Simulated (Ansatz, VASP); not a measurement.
LaTl in VASP and in Ansatz

File INCAR:

```
SYSTEM = LaTl
PREC     = Accurate       ! precision mode
ENCUT    = 520            ! plane-wave cutoff, eV
EDIFF    = 1E-7           ! SCF threshold, eV
ISMEAR   = -1             ! smearing method
SIGMA    = 0.05           ! smearing width, eV
LREAL    = .FALSE.        ! projectors in reciprocal space
LASPH    = .TRUE.         ! aspherical terms in the spheres
NELM     = 100            ! most SCF steps
ALGO     = Normal         ! electronic algorithm
ISIF     = 2              ! what is computed and relaxed
LWAVE    = .FALSE.        ! write WAVECAR
LCHARG   = .FALSE.        ! write CHGCAR
GGA      = CA             ! functional
NBANDS   = 19             ! bands
```

The input KPOINTS:

```
Automatic mesh
0
G
  9 9 9
  0 0 0
```

The input POSCAR:

```
LaTl
1.0
    2.9268731279      0.0000000000      0.0000000000
    0.0000000000      2.9268731279      0.0000000000
    0.0000000000      0.0000000000      2.9268731279
La Tl
1 1
Direct
    0.0000000000      0.0000000000      0.0000000000
    0.5000000000      0.5000000000      0.5000000000
```

Input for Ansatz:

```yaml
crystal:
  lattice:
    - [2.9268731279, 0.0, 0.0]
    - [0.0, 2.9268731279, 0.0]
    - [0.0, 0.0, 2.9268731279]
  atoms:
    - { symbol: La, position: [0.0, 0.0, 0.0] }
    - { symbol: Tl, position: [0.5, 0.5, 0.5] }
kpoints:
  mp_grid: { grid: [9, 9, 9] }
  band_path:
    path:
      - [0.0, 0.0, 0.0]
      - [0.0, 0.5, 0.0]
      - [0.5, 0.5, 0.0]
      - [0.0, 0.0, 0.0]
      - [0.5, 0.5, 0.5]
      - [0.0, 0.5, 0.0]
      - [0.5, 0.5, 0.5]
      - [0.5, 0.5, 0.0]
    npoints: 6
scf:
  occupations: { method: fermi_dirac, width: 0.05 }
hamiltonian:
  xc: lda
  pseudopotentials: { kind: paw }
output:
  forces: true
  stress: true
  eigenvalues: true
  populations: true
  write_density: true
  write_potential: true
  elf: true
  volumetric_format: npy
```

Change from the starting cell: volume scaled by 0.4, PAW files.

Alike in both runs: task single point; functional LDA; k mesh 9 × 9 × 9; occupations fermi-dirac, width 0.05 eV; no spin polarisation.

```csv
,VASP,Ansatz
version,VASP 6.6.1,Ansatz 0.2.0
potentials or method,"VASP PAW LDA potentials, release 64 (La, Tl_d)","PAW with Ansatz's default frozen-core files, scalar-relativistic"
plane-wave cutoff (eV),520,420
valence electrons in the cell,24,24
```

```csv
,VASP,Ansatz,Ansatz less VASP
pressure (GPa),300.4,299.7,-0.69
```

LDA's correlation is that of Perdew and Zunger in VASP and of Perdew and Wang (1992) in Ansatz. Both programs put the cell under a high pressure, so it lies far from rest at this level.

Spin-orbit coupling is off throughout. Noted on VASP's run: the cell as given lies far from equilibrium.
